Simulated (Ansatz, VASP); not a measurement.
KI: VASP beside Ansatz

The input INCAR:

```
ALGO = Normal ; EDIFF = 1E-7
ENCUT = 520 ; GGA = PE
ISIF = 2 ; ISMEAR = 0
LASPH = True ; LCHARG = False
LREAL = False ; LWAVE = False
NBANDS = 15 ; NELM = 60
PREC = Accurate ; SIGMA = 0.01
```

Contents of KPOINTS:

```
k-points
0
Gamma
  6 6 6
```

POSCAR

```
KI
1.0
    0.0000000000      3.5178496478      3.5178496478
    3.5178496478      0.0000000000      3.5178496478
    3.5178496478      3.5178496478      0.0000000000
K I
1 1
Direct
    0.0000000000      0.0000000000      0.0000000000
    0.5000000000      0.5000000000      0.5000000000
```

Input for Ansatz:

```yaml
crystal:
  lattice:
    - [0.0, 3.5178496478, 3.5178496478]
    - [3.5178496478, 0.0, 3.5178496478]
    - [3.5178496478, 3.5178496478, 0.0]
  atoms:
    - { symbol: K, position: [0.0, 0.0, 0.0] }
    - { symbol: I, position: [0.5, 0.5, 0.5] }
kpoints:
  mp_grid: { grid: [6, 6, 6] }
hamiltonian:
  xc: pbe
scf:
  occupations: { method: fixed }
  n_extra_bands: 4
output:
  forces: true
  stress: true
  eigenvalues: true
```

Alike in both runs: task single point; functional PBE; k mesh 6 × 6 × 6; no spin polarisation.

|  | VASP | Ansatz |
| --- | --- | --- |
| version | VASP 6.6.1 | Ansatz 0.2.0 |
| potentials or method | VASP PAW PBE potentials, release 64 (K_sv, I) | plane waves, PAW |
| plane-wave cutoff (eV) | 520 | 420 |
| occupations | gaussian, width 0.01 eV | fixed |
| valence electrons in the cell | 16 | 26 |

```tsv
	VASP	Ansatz	Ansatz less VASP
gap on the k mesh at the Fermi level (eV)	3.99	4.00	+0.004
pressure (GPa)	0.8	0.8	-0.03
```

VASP's potentials hold 16 valence electrons a cell and Ansatz's 26, so a difference there can come from the potentials and not from the codes.

Spin-orbit coupling is off throughout.
